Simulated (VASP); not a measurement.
# La (P6_3/mmc) in VASP: settings compared, part 2 of 2

VASP 6.6.1. The steps go on from the part before.

### 3 Relaxation of cell and atoms, PBEsol

This run uses another cell than the first one, of 36.96 Å³/atom, 0.986 times its volume.

Input file INCAR:

```
PREC = Accurate
ENCUT = 600
EDIFF = 1E-6
ISMEAR = -1
SIGMA = 0.1
LREAL = F
LASPH = T
NELM = 100
ALGO = Normal
ISIF = 3
LWAVE = F
LCHARG = F
GGA = PS
IBRION = 2
NSW = 100
EDIFFG = -0.002
```

Input file KPOINTS:

```
regular mesh
0
Gamma
  10 10 6
```

Input file POSCAR:

```
La
1.0
    3.7500000000      0.0000000000      0.0000000000
   -1.8750000000      3.2475952642      0.0000000000
    0.0000000000      0.0000000000      6.0700000000
La
2
Direct
    0.3333333333      0.6666666667      0.2500000000
    0.6666666667      0.3333333333      0.7500000000
```

Potentials or basis: VASP PAW PBE potentials, release 64 (La).

Launch:

```console
$ cat potpaw_PBE.64/La/POTCAR > POTCAR
$ mpirun -np 1 vasp_std > vasp.out
```

OUTCAR:

```text
PREC = Accurate
   ENCUT = 600
   EDIFF = 1E-6
   ISMEAR = -1
   LREAL = F
   LASPH = T
   NELM = 100
   ISIF = 3
   GGA = PS
   IBRION = 2
   NSW = 100
   EDIFFG = -0.002

 ion  position               nearest neighbor table
   1  0.333  0.667  0.250-
   2  0.667  0.333  0.750-

  LATTYP: Found a hexagonal cell.
 ALAT       =     3.7500000000
 C/A-ratio  =     1.6186666667

  Lattice vectors:

 A1 = (   3.7500000000,   0.0000000000,   0.0000000000)
 A2 = (  -1.8750000000,   3.2475952642,   0.0000000000)
 A3 = (   0.0000000000,   0.0000000000,   6.0700000000)

Analysis of symmetry for initial positions (statically):
=====================================================================
 Subroutine PRICEL returns:
 Original cell was already a primitive cell.

 Routine SETGRP: Setting up the symmetry group for a
 hexagonal supercell.

 Subroutine GETGRP returns: Found 24 space group operations
 (whereof 12 operations were pure point group operations)
 out of a pool of 24 trial point group operations.

The static configuration has the point symmetry D_3d.
 The point group associated with its full space group is D_6h.

Analysis of symmetry for dynamics (positions and initial velocities):
=====================================================================
 Subroutine PRICEL returns:
 Original cell was already a primitive cell.

 Routine SETGRP: Setting up the symmetry group for a
 hexagonal supercell.

 Subroutine GETGRP returns: Found 24 space group operations
 (whereof 12 operations were pure point group operations)
 out of a pool of 24 trial point group operations.

The dynamic configuration has the point symmetry D_3d.
 The point group associated with its full space group is D_6h.

 Subroutine INISYM returns: Found 24 space group operations
 (whereof 12 operations are pure point group operations),
 and found     1 'primitive' translations

----------------------------------------------------------------------------------------

                                     Primitive cell

  volume of cell :      73.9234

  direct lattice vectors                    reciprocal lattice vectors
     3.750000000  0.000000000  0.000000000     0.266666667  0.153960072  0.000000000
    -1.875000000  3.247595264  0.000000000     0.000000000  0.307920144  0.000000000
     0.000000000  0.000000000  6.070000000     0.000000000  0.000000000  0.164744646

  length of vectors
     3.750000000  3.750000000  6.070000000     0.307920144  0.307920144  0.164744646

  position of ions in fractional coordinates (direct lattice)
     0.333333333  0.666666667  0.250000000
     0.666666667  0.333333333  0.750000000

  ion indices of the primitive-cell ions
   primitive index   ion index
                 1           1
                 2           2

----------------------------------------------------------------------------------------

 KPOINTS: regular mesh

Automatic generation of k-mesh.
 Grid dimensions read from file:
 generate k-points for:   10   10    6

 Generating k-lattice:

  Cartesian coordinates                     Fractional coordinates (reciprocal lattice)
     0.026666667  0.015396007  0.000000000     0.100000000  0.000000000  0.000000000
     0.000000000  0.030792014  0.000000000     0.000000000  0.100000000  0.000000000
[... 66 lines left out ...]
   POTIM  = 0.5000    time-step for ionic-motion
   TEBEG  =    0.0;   TEEND  =   0.0 temperature during run
   PSTRESS=    0.0 pullay stress
   NELECT =      22.0000    total number of electrons
   NUPDOWN=      -1.0000    fix difference up-down
   EMIN   =  10.00;   EMAX   =-10.00  energy-range for DOS
   EFERMI =   0.00;   METHOD = LEGACY
   ISMEAR =    -1;   SIGMA  =   0.10  broadening in eV -4-tet -1-fermi 0-gaus
   EFERMI_NEDOS =   21; number of points for ismear=-14 and -15
   IALGO  =     38    algorithm
   IMIX   =      4    mixing-type and parameters
     AMIX     =   0.40;   BMIX     =  1.00
     AMIX_MAG =   1.60;   BMIX_MAG =  1.00
  volume/ion in A,a.u.               =      36.96       249.43
  Fermi-wavevector in a.u.,A,eV,Ry     =   1.093004  2.065478 16.254307  1.194658
  Thomas-Fermi vector in A             =   2.229281
   LORBIT       =      0    0 simple, 1 ext, 2 COOP (PROOUT), +10 PAW based schemes
   GGA     = PS    functional components
   LHFCALC =     F    Hartree Fock is set to
   AEXX    =    0.0000 exact exchange contribution
   IVDW    =     0    specifies the selected vdW correction
   LEPSILON=     F    determine dielectric tensor
   LRPA    =     F    only Hartree local field effects (RPA)
 conjugate gradient relaxation of ions
 non-spin polarized calculation
  energy-cutoff  :      600.00
  volume of cell :       73.92
 maximum number of plane-waves:      2503
 NGX is ok and might be reduce to    30
   NGX = 15   NGY = 15   NGZ = 25

--------------------------------------- Ionic step        1  -------------------------------------------

 number of electron      21.9999997 magnetization

 Free energy of the ion-electron system (eV)
  ---------------------------------------------------
  ext. energy  EPLUGINS =         0.00000000
  ---------------------------------------------------
  free energy    TOTEN  =       -10.65963126 eV

  energy without entropy =      -10.53757749  energy(sigma->0) =      -10.59860438

------------------------ aborting loop because EDIFF is reached ----------------------------------------

  FORCE on cell =-STRESS in cart. coord.  units (eV):
  Direction    XX          YY          ZZ          XY          YZ          ZX
  --------------------------------------------------------------------------------------
  -------------------------------------------------------------------------------------
  Total       -0.7335754     -0.7335754     -0.7328044      0.0000000      0.0000000      0.0000000
  in kB      -15.8991347    -15.8991347    -15.8824239      0.0000000      0.0000000      0.0000000
  external PRESSURE =     -15.8935644 kB  Pullay stress =       0.0000000 kB
[... 89 lines left out ...]
  FREE ENERGIE OF THE ION-ELECTRON SYSTEM (eV)
  ---------------------------------------------------
  free  energy   TOTEN  =       -10.6834924784 eV

  energy  without entropy=      -10.5697560265  energy(sigma->0) =      -10.62662425

[... ionic steps 4 to 23 ...]

--------------------------------------- Ionic step       24  -------------------------------------------

 number of electron      22.0000002 magnetization

------------------------ aborting loop because EDIFF is reached ----------------------------------------
[... 67 lines left out ...]
--------------------------------------- Ionic step       26  -------------------------------------------

 number of electron      22.0000002 magnetization

 Free energy of the ion-electron system (eV)
  ---------------------------------------------------
  ext. energy  EPLUGINS =         0.00000000
  ---------------------------------------------------
  free energy    TOTEN  =       -10.68376807 eV

  energy without entropy =      -10.57047367  energy(sigma->0) =      -10.62712087

 E-fermi :   8.4046     XC(G=0):  -9.9736

 val. band max:        8.4014556825   @ k =   0.3000   0.3000   0.1667
 cond. band min:       8.4190818778   @ k =   0.2000   0.1000   0.0000
 fundamental gap:      0.0176261953
 Fermi energy:         8.4045585090

 k-point     1 :       0.0000    0.0000    0.0000
  band No.  band energies     occupation
      1     -24.3351      2.00000
      2     -24.0744      2.00000
      3      -8.8193      2.00000
      4      -7.3345      2.00000
      5      -7.3345      2.00000
      6      -7.1157      2.00000
      7      -7.1157      2.00000
      8      -7.1021      2.00000
      9       5.2258      2.00000
     10       6.5548      2.00000
     11       9.5096      0.00003
     12       9.7938      0.00000
     13       9.7938      0.00000
     14      10.0716      0.00000
[... 401 lines left out ...]
      2     -23.9958      2.00000
      3      -8.6653      2.00000
      4      -8.4220      2.00000
      5      -7.9778      2.00000
      6      -7.7525      2.00000
      7      -7.5150      2.00000
      8      -7.4102      2.00000
      9       6.7798      2.00000
     10       7.0319      2.00000
     11       8.0144      1.96038
     12       8.6978      0.10112
     13       9.3339      0.00018
     14      10.2421      0.00000
     15      10.2525      0.00000

 [... further k-points ...]

------------------------ aborting loop because EDIFF is reached ----------------------------------------

  FORCE on cell =-STRESS in cart. coord.  units (eV):
  Direction    XX          YY          ZZ          XY          YZ          ZX
  --------------------------------------------------------------------------------------
  -------------------------------------------------------------------------------------
  Total       -0.0018281     -0.0018281      0.0002289      0.0000000     -0.0000000      0.0000000
  in kB       -0.0422952     -0.0422952      0.0052949      0.0000000     -0.0000000      0.0000000
  external PRESSURE =      -0.0264318 kB  Pullay stress =       0.0000000 kB
[... 17 lines left out ...]
  FREE ENERGIE OF THE ION-ELECTRON SYSTEM (eV)
  ---------------------------------------------------
  free  energy   TOTEN  =       -10.6837680722 eV

  energy  without entropy=      -10.5704736675  energy(sigma->0) =      -10.62712087

 reached required accuracy - stopping structural energy minimisation
```

Run time: 13 min. Hardware: 1 thread of Intel Xeon 6975P-C, shared host; peak memory 0.27 GiB.

Results:

| Property | Result |
| --- | --- |
| Free energy | -10.6838 eV |
| Relaxed volume | 34.62 Å³/atom |
| Relaxed cell | a = 3.660 Å, b = 3.660 Å, c = 5.969 Å, α = 90.00°, β = 90.00°, γ = 120.00° |
| Space group after relaxing (to 0.05 Å) | P6_3/mmc (No. 194) |
| Energy gained by relaxing | 12.1 meV/atom |
| Ionic steps | 26 |
| Pressure after relaxing | 0.0 GPa |
| Band gap on the k mesh | zero (band 11 reaches 9.51 eV, above the bottom of band 12 at 7.90 eV) |

Step by step:
| step | energy change (eV) | largest force (eV/Å) | pressure (GPa) | volume (Å³) |
| --- | --- | --- | --- | --- |
| 1 | 0.0000 | 0.0000 | -1.59 | 73.92 |
| 2 | -0.0232 | 0.0000 | -0.28 | 70.07 |
| 3 | -0.0239 | 0.0000 | -0.02 | 69.36 |
| 4 | -0.0239 | 0.0000 | 0.01 | 69.27 |
| 5 | -0.0240 | 0.0000 | 0.01 | 69.25 |
| 6 | -0.0241 | 0.0000 | 0.01 | 69.24 |
| 7 | -0.0241 | 0.0000 | 0.01 | 69.22 |
| 8 | -0.0241 | 0.0000 | 0.00 | 69.22 |
| 9 | -0.0241 | 0.0000 | 0.01 | 69.22 |
| 10 | -0.0241 | 0.0000 | 0.01 | 69.22 |
| 11 | -0.0241 | 0.0000 | 0.01 | 69.22 |
| 12 | -0.0241 | 0.0000 | -0.01 | 69.26 |
| 13 | -0.0241 | 0.0000 | 0.00 | 69.24 |
| 14 | -0.0241 | 0.0000 | 0.02 | 69.24 |
| 15 | -0.0241 | 0.0000 | -0.01 | 69.25 |
| 16 | -0.0241 | 0.0000 | -0.03 | 69.25 |
| 17 | -0.0241 | 0.0000 | 0.00 | 69.25 |
| 18 | -0.0241 | 0.0000 | -0.01 | 69.26 |
| 19 | -0.0241 | 0.0000 | -0.02 | 69.26 |
| 20 | -0.0241 | 0.0000 | -0.01 | 69.25 |
| 21 | -0.0241 | 0.0000 | -0.01 | 69.25 |
| 22 | -0.0241 | 0.0000 | 0.00 | 69.25 |
| 23 | -0.0241 | 0.0000 | 0.00 | 69.25 |
| 24 | -0.0241 | 0.0000 | -0.01 | 69.25 |
| 25 | -0.0241 | 0.0000 | 0.00 | 69.25 |
| 26 | -0.0241 | 0.0000 | 0.00 | 69.25 |

Final structure:
```
La
1.0
     3.65996    0.00000    0.00000
    -1.82998    3.16962    0.00000
     0.00000    0.00000    5.96934
La
2
Direct
  0.33333 0.66667 0.25000
  0.66667 0.33333 0.75000
```

Caveat: the PAW data sets were made with another functional, which shifts forces and pressure a little; spin-orbit coupling is left out, which moves the levels of the heavy elements.
